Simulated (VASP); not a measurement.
Runs of VASP 6.6.1 on MnV. The structure is that of space group Pm-3m (No. 221), or close to it. The cells are those of the table. 

```csv
spin,cell,gap on the mesh (eV),pressure (GPa)
off,"a = 2.747 Å, 2 atoms",none,22.9
off,"a = 2.599 Å, 2 atoms",none,109.1
"collinear, ferromagnetic start","a = 3.064 Å, 2 atoms",none,-40.9
off,"a = 2.800 Å, 2 atoms",none,3.6
off,"a = 2.994 Å, 2 atoms",none,(c)
off,"a = 2.948 Å, 2 atoms",none,(a)
off,"a = 2.692 Å, 2 atoms",none,(b)
off,"a = 3.064 Å, 2 atoms",none,-42.0
```

Alike in all rows: task single point; level LDA; potentials or basis VASP PAW LDA potentials, release 64 (Mn_pv, V_sv); k mesh 11 × 11 × 11; cutoff (eV) 520; smearing fermi-dirac 0.05 eV.

**Question.** Estimate the missing entries.

**Answer.** (a) -29.6; (b) 48.7; (c) -35.6.

Caveats: the moment fell far below its start of 4 μB, so a state of higher moment may lie lower in energy (some runs).

A gap of «none» marks levels without a gap at the run's occupations.
